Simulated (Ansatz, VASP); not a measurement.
# One calculation of Ge, two programs

INCAR

```
SYSTEM = Ge
PREC = Accurate
ENCUT = 520
EDIFF = 1E-6
ISMEAR = -1
SIGMA = 0.02
LREAL = .False.
LASPH = .True.
NELM = 100
ALGO = Normal
ISIF = 2
LWAVE = .False.
LCHARG = .False.
GGA = PE
NBANDS = 36
```

KPOINTS

```
regular mesh
0
Gamma
  12 12 4
  0 0 0
```

The input POSCAR:

```
Ge
1.0
    3.9976151877      0.0000000000      0.0000000000
   -1.9988075938      3.4620363071      0.0000000000
    0.0000000000      0.0000000000      6.5928194951
Ge
4
Direct
    0.3333333333      0.6666666667      0.0003695976
    0.6666666667      0.3333333333      0.5003695976
    0.3333333333      0.6666666667      0.3746304024
    0.6666666667      0.3333333333      0.8746304024
```

Input for Ansatz:

```yaml
crystal:
  lattice:
    - [3.9976151877, 0.0, 0.0]
    - [-1.9988075938, 3.4620363071, 0.0]
    - [0.0, 0.0, 6.5928194951]
  atoms:
    - { symbol: Ge, position: [0.3333333333, 0.6666666667, 0.0003695976] }
    - { symbol: Ge, position: [0.6666666667, 0.3333333333, 0.5003695976] }
    - { symbol: Ge, position: [0.3333333333, 0.6666666667, 0.3746304024] }
    - { symbol: Ge, position: [0.6666666667, 0.3333333333, 0.8746304024] }
kpoints:
  mp_grid: { grid: [12, 12, 4] }
  band_path:
    path:
      - [[0.0, 0.0, 0.0], [0.5, 2.959280905986e-17, 1.030337233411e-34], [0.3333333333333, 0.3333333333333, -7.613977061756e-35], [0.0, 0.0, 0.0], [6.370318230417e-52, -5.654695776178e-51, 0.5], [0.5, 2.959280905986e-17, 0.5], [0.3333333333333, 0.3333333333333, 0.5], [6.370318230417e-52, -5.654695776178e-51, 0.5]]
      - [[0.5, 2.959280905986e-17, 0.5], [0.5, 2.959280905986e-17, 1.030337233411e-34]]
      - [[0.3333333333333, 0.3333333333333, 0.5], [0.3333333333333, 0.3333333333333, -7.613977061756e-35]]
    npoints: 10
hamiltonian:
  xc: pbe
scf:
  occupations: { method: fermi_dirac, width: 0.02 }
  n_extra_bands: 5
output:
  forces: true
  stress: true
  eigenvalues: true
  write_density: true
  write_potential: true
  elf: true
  volumetric_format: npy
```

Alike in both runs: task single point; functional PBE; k mesh 12 × 12 × 4; occupations fermi-dirac, width 0.02 eV; no spin polarisation.

|  | VASP | Ansatz |
| --- | --- | --- |
| version | VASP 6.6.1 | Ansatz 0.2.0 |
| potentials or method | VASP PAW PBE potentials, release 64 (Ge_d) | plane waves, PAW |
| plane-wave cutoff (eV) | 520 | 420 |
| valence electrons in the cell | 56 | 56 |

Ansatz gave:

```
pressure (GPa)                     : 3.0
rms of the force components (eV/Å) : 0.006
```

Estimate VASP's values.

pressure (GPa): 2.9; rms of the force components (eV/Å): 0.005.

Atom by atom the forces differ by 0.000 eV/Å (rms over components).
